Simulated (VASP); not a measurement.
# Ir (Fm-3m) in VASP: further runs

The runs below take Ir through single point, relaxation of cell and atoms, with PBE+D3(BJ).

Program: VASP 6.6.1. These are calculated values, not measurements. Logs are shortened: lines on timing, memory, paths and dates and some standing lists are left out, and cuts for length are marked.

### 1 The cell of the first run

It takes space group Fm-3m (No. 225, cubic). Conventional cell: a = 3.841 Å, b = 3.841 Å, c = 3.841 Å, α = 90.00°, β = 90.00°, γ = 90.00°. Within 3.6 Å of Ir (site symmetry m-3m) lie 12 Ir at 2.72 Å.

### 2 Single point, PBE+D3(BJ)

INCAR

```
  PREC = Accurate
  ENCUT = 520
  EDIFF = 1E-7
  ISMEAR = 0
  SIGMA = 0.1
  LREAL = False
  LASPH = True
  NELM = 60
  ALGO = Normal
  ISIF = 2
  LWAVE = False
  LCHARG = True
  GGA = PE
  IVDW = 12
  LELF = True
  LVHAR = True
  NBANDS = 10
```

KPOINTS

```
regular mesh
0
Gamma
  18 18 18
```

POSCAR

```
Ir
1.0
    0.0000000000      1.9202588932      1.9202588932
    1.9202588932      0.0000000000      1.9202588932
    1.9202588932      1.9202588932      0.0000000000
Ir
1
Direct
    0.0000000000      0.0000000000      0.0000000000
```

Potentials or basis: VASP PAW PBE potentials, release 64 (Ir).

Command:

```bash
$ cat potpaw_PBE.64/Ir/POTCAR > POTCAR
$ mpirun -np 1 vasp_std > vasp.out
```

OUTCAR:

```text
PREC = Accurate
   ENCUT = 520
   EDIFF = 1E-7
   ISMEAR = 0
   LREAL = False
   LASPH = True
   NELM = 60
   ISIF = 2
   GGA = PE
   IVDW = 12
 IVDW          = 12

 ion  position               nearest neighbor table
   1  0.000  0.000  0.000-

  LATTYP: Found a face centered cubic cell.
 ALAT       =     3.8405177864

  Lattice vectors:

 A1 = (   0.0000000000,   1.9202588932,   1.9202588932)
 A2 = (   1.9202588932,   0.0000000000,   1.9202588932)
 A3 = (   1.9202588932,   1.9202588932,   0.0000000000)

Analysis of symmetry for initial positions (statically):
=====================================================================
 Subroutine PRICEL returns:
 Original cell was already a primitive cell.

 Routine SETGRP: Setting up the symmetry group for a
 face centered cubic supercell.

 Subroutine GETGRP returns: Found 48 space group operations
 (whereof 48 operations were pure point group operations)
 out of a pool of 48 trial point group operations.

The static configuration has the point symmetry O_h .

Analysis of symmetry for dynamics (positions and initial velocities):
=====================================================================
 Subroutine PRICEL returns:
 Original cell was already a primitive cell.

 Routine SETGRP: Setting up the symmetry group for a
 face centered cubic supercell.

 Subroutine GETGRP returns: Found 48 space group operations
 (whereof 48 operations were pure point group operations)
 out of a pool of 48 trial point group operations.

The dynamic configuration has the point symmetry O_h .

 Subroutine INISYM returns: Found 48 space group operations
 (whereof 48 operations are pure point group operations),
 and found     1 'primitive' translations

----------------------------------------------------------------------------------------

                                     Primitive cell

  volume of cell :      14.1615

  direct lattice vectors                    reciprocal lattice vectors
     0.000000000  1.920258893  1.920258893    -0.260381557  0.260381557  0.260381557
     1.920258893  0.000000000  1.920258893     0.260381557 -0.260381557  0.260381557
     1.920258893  1.920258893  0.000000000     0.260381557  0.260381557 -0.260381557

  length of vectors
     2.715656170  2.715656170  2.715656170     0.450994086  0.450994086  0.450994086

  position of ions in fractional coordinates (direct lattice)
     0.000000000  0.000000000  0.000000000

  ion indices of the primitive-cell ions
   primitive index   ion index
                 1           1

----------------------------------------------------------------------------------------

 KPOINTS: regular mesh

Automatic generation of k-mesh.
 Grid dimensions read from file:
 generate k-points for:   18   18   18

 Generating k-lattice:

  Cartesian coordinates                     Fractional coordinates (reciprocal lattice)
    -0.014465642  0.014465642  0.014465642     0.055555556  0.000000000  0.000000000
     0.014465642 -0.014465642  0.014465642     0.000000000  0.055555556  0.000000000
     0.014465642  0.014465642 -0.014465642     0.000000000  0.000000000  0.055555556

  Length of vectors
     0.025055227  0.025055227  0.025055227

  Shift w.r.t. Gamma in fractional coordinates (k-lattice)
     0.000000000  0.000000000  0.000000000

 Subroutine IBZKPT returns following result:
 ===========================================

 Found    195 irreducible k-points:

 Following reciprocal coordinates:
            Coordinates               Weight
  0.000000  0.000000  0.000000      1.000000
  0.055556  0.000000  0.000000      8.000000
  0.111111  0.000000  0.000000      8.000000
  0.166667  0.000000  0.000000      8.000000
  0.222222  0.000000  0.000000      8.000000
  0.277778  0.000000  0.000000      8.000000
[... 16 lines left out ...]
 -0.277778  0.055556  0.000000     24.000000
 -0.222222  0.055556  0.000000     24.000000
 [... further k-points ...]
   k-points           NKPTS =    195   k-points in BZ     NKDIM =    195   number of bands    NBANDS=     10
   number of dos      NEDOS =    301   number of ions     NIONS =      1
   total plane-waves  NPLWV =   8000
   dimension x,y,z NGX =    20 NGY =   20 NGZ =   20
   dimension x,y,z NGXF=    40 NGYF=   40 NGZF=   40
   ions per type =               1
   NGX,Y,Z   is equivalent  to a cutoff of  12.24, 12.24, 12.24 a.u.
   NGXF,Y,Z  is equivalent  to a cutoff of  24.49, 24.49, 24.49 a.u.
 SYSTEM =  unknown system
   PREC   = accura    normal or accurate (medium, high low for compatibility)
   ISTART =      0    job   : 0-new  1-cont  2-samecut
   ICHARG =      2    charge: 1-file 2-atom 10-const
   ISPIN  =      1    spin polarized calculation?
   LNONCOLLINEAR =      F non collinear calculations
   LSORBIT =      F    spin-orbit coupling
   LASPH  =      T    aspherical Exc in radial PAW
   ENCUT  =  520.0 eV  38.22 Ry    6.18 a.u.   5.05  5.05  5.05*2*pi/ulx,y,z
   NELM   =     60;   NELMIN=  2; NELMDL= -5     # of ELM steps
   EDIFF  = 0.1E-06   stopping-criterion for ELM
   LREAL  =      F    real-space projection
   EDIFFG = 0.1E-05   stopping-criterion for IOM
   NSW    =      0    number of steps for IOM
   IBRION =     -1    ionic relax: 0-MD 1-quasi-New 2-CG
   NFREE  =      0    steps in history (QN), initial steepest desc. (CG)
   ISIF   =      2    stress and relaxation
   ISYM   =      2    0-nonsym 1-usesym 2-fastsym
   POTIM  = 0.5000    time-step for ionic-motion
   TEBEG  =    0.0;   TEEND  =   0.0 temperature during run
   PSTRESS=    0.0 pullay stress
   NELECT =       9.0000    total number of electrons
   NUPDOWN=      -1.0000    fix difference up-down
   EMIN   =  10.00;   EMAX   =-10.00  energy-range for DOS
   EFERMI =   0.00;   METHOD = LEGACY
   ISMEAR =     0;   SIGMA  =   0.10  broadening in eV -4-tet -1-fermi 0-gaus
   EFERMI_NEDOS =   21; number of points for ismear=-14 and -15
   IALGO  =     38    algorithm
   IMIX   =      4    mixing-type and parameters
     AMIX     =   0.40;   BMIX     =  1.00
     AMIX_MAG =   1.60;   BMIX_MAG =  1.00
  volume/ion in A,a.u.               =      14.16        95.57
  Fermi-wavevector in a.u.,A,eV,Ry     =   1.407513  2.659815 26.954421  1.981094
  Thomas-Fermi vector in A             =   2.529765
   LORBIT       =      0    0 simple, 1 ext, 2 COOP (PROOUT), +10 PAW based schemes
   GGA     = PE    functional components
   LHFCALC =     F    Hartree Fock is set to
   AEXX    =    0.0000 exact exchange contribution
   IVDW    =    12    specifies the selected vdW correction
   LEPSILON=     F    determine dielectric tensor
   LRPA    =     F    only Hartree local field effects (RPA)
 non-spin polarized calculation
 Gauss-broadening in eV      SIGMA  =   0.10
  energy-cutoff  :      520.00
  volume of cell :       14.16
 maximum number of plane-waves:       392
   NGX =  9   NGY =  9   NGZ =  9

 number of electron       9.0000000 magnetization

 Free energy of the ion-electron system (eV)
  ---------------------------------------------------
  ext. energy  EPLUGINS =         0.00000000
  ---------------------------------------------------
  free energy    TOTEN  =        -8.84361032 eV

  energy without entropy =       -8.83849286  energy(sigma->0) =       -8.84105159

 E-fermi :  10.4242     XC(G=0): -13.9820

 val. band max:       10.4196107943   @ k =   0.5000   0.2222   0.1111
 cond. band min:      10.4301029971   @ k =   0.3333   0.1111   0.0556
 fundamental gap:      0.0104922028
 Fermi energy:        10.4241524026

 k-point     1 :       0.0000    0.0000    0.0000
  band No.  band energies     occupation
      1      -0.7199      2.00000
      2       6.5095      2.00000
      3       6.5095      2.00000
      4       6.5095      2.00000
      5       9.1943      2.00000
      6       9.1943      2.00000
      7      24.7159      0.00000
      8      30.2966      0.00000
      9      30.2966      0.00000
     10      30.2966      0.00000

 k-point     2 :       0.0556    0.0000    0.0000
  band No.  band energies     occupation
      1      -0.5825      2.00000
      2       6.4356      2.00000
      3       6.5694      2.00000
      4       6.5694      2.00000
      5       9.1551      2.00000
      6       9.1551      2.00000
      7      24.9542      0.00000
      8      29.5511      0.00000
      9      30.5227      0.00000
     10      30.5227      0.00000

 k-point     3 :       0.1111    0.0000    0.0000
  band No.  band energies     occupation
      1      -0.1842      2.00000
      2       6.2460      2.00000
      3       6.7265      2.00000
      4       6.7265      2.00000
      5       9.0700      2.00000
      6       9.0700      2.00000
      7      25.6085      0.00000
      8      28.0937      0.00000
      9      31.1801      0.00000
     10      31.1801      0.00000

 k-point     4 :       0.1667    0.0000    0.0000
  band No.  band energies     occupation
      1       0.4262      2.00000
      2       6.0314      2.00000
      3       6.9027      2.00000
      4       6.9027      2.00000
      5       9.0378      2.00000
      6       9.0378      2.00000
      7      26.3014      0.00000
      8      26.7221      0.00000
      9      32.2066      0.00000
     10      32.2066      0.00000

 k-point     5 :       0.2222    0.0000    0.0000
  band No.  band energies     occupation
      1       1.1436      2.00000
      2       5.9383      2.00000
      3       6.9759      2.00000
      4       6.9759      2.00000
      5       9.1993      2.00000
      6       9.1993      2.00000
      7      24.9471      0.00000
      8      27.1682      0.00000
      9      33.4767      0.00000
     10      33.4767      0.00000

 k-point     6 :       0.2778    0.0000    0.0000
  band No.  band energies     occupation
      1       1.7830      2.00000
      2       6.1712      2.00000
      3       6.8940      2.00000
      4       6.8940      2.00000
      5       9.6075      2.00000
      6       9.6075      2.00000
      7      23.3763      0.00000
      8      26.8751      0.00000
      9      34.3081      0.00000
     10      34.3086      0.00000
[... 183 lines left out ...]
 k-point    21 :      -0.3889    0.0556    0.0000
  band No.  band energies     occupation
      1       2.4214      2.00000
      2       6.4357      2.00000
      3       6.5915      2.00000
      4       8.0791      2.00000
      5      10.6256      0.00439
      6      11.4789      0.00000
      7      19.2875      0.00000
      8      24.9693      0.00000
      9      30.2150      0.00000
     10      31.5609      0.00000

 k-point    22 :      -0.3333    0.0556    0.0000
  band No.  band energies     occupation
      1       2.3492      2.00000
      2       6.6016      2.00000
      3       6.7414      2.00000
      4       7.0268      2.00000
      5      10.0144      2.00000
      6      10.9158      0.00000
      7      21.1097      0.00000
      8      25.7260      0.00000
      9      31.1097      0.00000
     10      33.1814      0.00000

 k-point    23 :      -0.2778    0.0556    0.0000
  band No.  band energies     occupation
      1       2.0650      2.00000
      2       6.1897      2.00000
      3       6.8167      2.00000
      4       6.9237      2.00000
      5       9.3910      2.00000
      6      10.3056      1.90649
      7      22.9210      0.00000
      8      26.7180      0.00000
      9      32.1568      0.00000
     10      34.1818      0.00000

 k-point    24 :      -0.2222    0.0556    0.0000
  band No.  band energies     occupation
      1       1.4932      2.00000
      2       5.8446      2.00000
      3       6.9647      2.00000
      4       7.0566      2.00000
      5       8.9063      2.00000
      6       9.7651      2.00000
      7      24.5530      0.00000
      8      27.3418      0.00000
      9      32.4412      0.00000
     10      33.6700      0.00000

 [... further k-points ...]

------------------------ aborting loop because EDIFF is reached ----------------------------------------

 Edisp (eV)   -0.73433

 E8    (eV) :    -0.3425

  FORCE on cell =-STRESS in cart. coord.  units (eV):
  Direction    XX          YY          ZZ          XY          YZ          ZX
  --------------------------------------------------------------------------------------
  -------------------------------------------------------------------------------------
  Total       0.05416     0.05416     0.05416     0.00000     0.00000     0.00000
  in kB       6.12694     6.12694     6.12694     0.00000     0.00000     0.00000
  external pressure =        6.13 kB  Pullay stress =        0.00 kB

 VOLUME and BASIS-vectors are now :
 -----------------------------------------------------------------------------
  energy-cutoff  :      520.00
  volume of cell :       14.16
      direct lattice vectors                 reciprocal lattice vectors
     0.000000000  1.920258893  1.920258893    -0.260381557  0.260381557  0.260381557
     1.920258893  0.000000000  1.920258893     0.260381557 -0.260381557  0.260381557
     1.920258893  1.920258893  0.000000000     0.260381557  0.260381557 -0.260381557

 POSITION                                       TOTAL-FORCE (eV/Angst)
 -----------------------------------------------------------------------------------
      0.00000      0.00000      0.00000         0.000000      0.000000     -0.000000
 -----------------------------------------------------------------------------------
    total drift:                                0.000000      0.000000      0.000000

  FREE ENERGIE OF THE ION-ELECTRON SYSTEM (eV)
  ---------------------------------------------------
  free  energy   TOTEN  =        -9.5779368523 eV

  energy  without entropy=       -9.5728193898  energy(sigma->0) =       -9.57537812
```

Wall time 24 s (1 thread of Intel Xeon Platinum 8259CL at 2.50GHz (Skylake/Cascade Lake), shared host); peak memory 0.16 GiB.

What came out:

- Free energy: -9.5779 eV
- Pressure: 0.6 GPa
- Dispersion energy per atom: -0.734 eV

Caveat: spin-orbit coupling is left out, which moves the levels of the heavy elements; pairwise dispersion overbinds metals, which lowers pressure and volume.

### 3 Relaxation of cell and atoms, PBE+D3(BJ)

This run uses another cell than the first one, of 14.50 Å³/atom, 1.024 times its volume.

INCAR

```
SYSTEM = Ir
PREC = Accurate
ENCUT = 600
EDIFF = 1E-7
ISMEAR = 0
SIGMA = 0.1
LREAL = .False.
LASPH = .True.
NELM = 100
ALGO = Fast
ISIF = 3
LWAVE = .False.
LCHARG = .False.
GGA = PE
IVDW = 12
IBRION = 2
NSW = 70
EDIFFG = -0.005
```

KPOINTS

```
regular mesh
0
Gamma
  18 18 18
  0 0 0
```

POSCAR

```
Ir
1.0
    0.0000000000      1.9353304886      1.9353304886
    1.9353304886      0.0000000000      1.9353304886
    1.9353304886      1.9353304886      0.0000000000
Ir
1
Direct
    0.0000000000      0.0000000000      0.0000000000
```

Potentials or basis: VASP PAW PBE potentials, release 64 (Ir).

Command:

```bash
$ cat potpaw_PBE.64/Ir/POTCAR > POTCAR
$ mpirun -np 1 vasp_std > vasp.out
```

Wall time 92 s (1 thread of Intel Xeon Platinum 8259CL at 2.50GHz (Skylake/Cascade Lake), shared host); peak memory 0.19 GiB.

The run converged. Its results:

```
Free energy                            : -9.5782 eV
Relaxed volume                         : 14.19 Å³/atom
Relaxed cell                           : a = 2.717 Å, b = 2.717 Å, c = 2.717 Å, α = 60.00°, β = 60.00°, γ = 60.00°
Space group after relaxing (to 0.05 Å) : Fm-3m (No. 225)
Energy gained by relaxing              : 7.6 meV/atom
Ionic steps                            : 4
Pressure after relaxing                : 0.0 GPa
Dispersion energy per atom             : -0.733 eV
```

The path:
```
step  energy change (eV)  largest force (eV/Å)  pressure (GPa)  volume (Å³)
   1              0.0000                0.0000           -7.69        14.50
   2              0.1105                0.0000           37.35        13.09
   3             -0.0076                0.0000           -0.24        14.20
   4             -0.0076                0.0000           -0.02        14.19
```

Final structure:
```
Ir
1.0
     0.00000    1.92153    1.92153
     1.92153    0.00000    1.92153
     1.92153    1.92153    0.00000
Ir
1
Direct
  0.00000 0.00000 0.00000
```

Levels at points of the mesh, in eV from the Fermi level:
| k point | band 1 | band 2 | band 3 | band 4 | band 5 | band 6 | band 7 | band 8 |
| --- | --- | --- | --- | --- | --- | --- | --- | --- |
| (0.00, 0.00, 0.00) | -11.12 | -3.90 | -3.90 | -3.90 | -1.23 | -1.23 | 14.30 | 19.87 |
| (0.50, 0.00, 0.00) | -8.10 | -4.01 | -4.01 | -0.79 | 0.86 | 0.86 | 7.20 | 13.84 |
| (0.50, 0.50, 0.00) | -7.91 | -7.34 | 0.82 | 1.43 | 1.43 | 1.67 | 10.44 | 11.66 |

Caveat: spin-orbit coupling is left out, which moves the levels of the heavy elements; pairwise dispersion overbinds metals, which lowers pressure and volume.
